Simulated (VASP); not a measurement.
Write the native input for VASP 6.6.1 that does the following.

```yaml
Task: single point
Functional: HSE06
Potentials_or_basis: VASP PAW PBE potentials, release 64 (Pb_d, I)
Cutoff: 400 eV
k_mesh: 6 × 6 × 2
Occupations: gaussian, width 0.01 eV
Spin: no spin polarisation
Dipole_correction: no
Grid_for_exact_exchange_PRECFOCK: Normal
Further_INCAR_settings: ALGO = Normal; EDIFF = 1e-06; NBANDS = 21
Share_of_exact_exchange: 0.25
Screening_parameter: 0.2079 1/Å
```

Crystal: PbI2.

```
Pb I
1.0
     4.56573    0.00000    0.00000
    -2.28286    3.95403    0.00000
     0.00000    0.00000    7.04108
Pb I
1 2
Direct
  0.00000 0.00000 0.00000
  0.33333 0.66667 0.26678
  0.66667 0.33333 0.73322
```

One way to write it, as run:

POSCAR

```
PbI2
1.0
    4.5657260587      0.0000000000      0.0000000000
   -2.2828630293      3.9540347535      0.0000000000
    0.0000000000      0.0000000000      7.0410820790
Pb I
1 2
Direct
    0.0000000000      0.0000000000      0.0000000000
    0.3333333333      0.6666666667      0.2667794131
    0.6666666667      0.3333333333      0.7332205869
```

INCAR.step1

```
PREC = Accurate ; ENCUT = 400
EDIFF = 1E-5 ; ISMEAR = 0
SIGMA = 0.01 ; LREAL = False
LASPH = True ; NELM = 120
ALGO = Normal ; ISIF = 2
LWAVE = True ; LCHARG = False
NBANDS = 21 ; GGA = PE
GGA_COMPAT = False
```

INCAR.step2

```
PREC = Accurate ; ENCUT = 400
EDIFF = 1E-6 ; ISMEAR = 0
SIGMA = 0.01 ; LREAL = False
LASPH = True ; NELM = 120
ALGO = Normal ; ISIF = 2
LWAVE = False ; LCHARG = False
GGA = PE ; LHFCALC = True
HFSCREEN = 0.2079 ; PRECFOCK = Normal
NBANDS = 21 ; ISTART = 1
GGA_COMPAT = False
```

KPOINTS

```
regular mesh
0
Gamma
  6 6 2
```

Potentials or basis: VASP PAW PBE potentials, release 64 (Pb_d, I).

Command:

```console
$ cat potpaw_PBE.64/Pb_d/POTCAR potpaw_PBE.64/I/POTCAR > POTCAR
$ cp INCAR.step1 INCAR
$ mpirun -np 1 vasp_std > vasp.out
$ cp INCAR.step2 INCAR
$ mpirun -np 1 vasp_std > vasp.out
```

It gave:

- Pressure: 0.7 GPa
- Largest force: 0.077 eV/Å
- Band gap on the k mesh: 2.93 eV

Caveat: the k points lie up to 0.45 Å⁻¹ apart; the PAW data sets were made with another functional, which shifts forces and pressure a little; spin-orbit coupling is left out, which moves the levels of the heavy elements; this functional lacks dispersion, which binds layers or chains, so the pressure and a relaxed spacing across them are unreliable.

It took 37 min on 1 thread of Intel(R) Xeon(R) Platinum 8375C CPU @ 2.90GHz (Ice Lake) (shared host), peak memory 0.33 GiB.
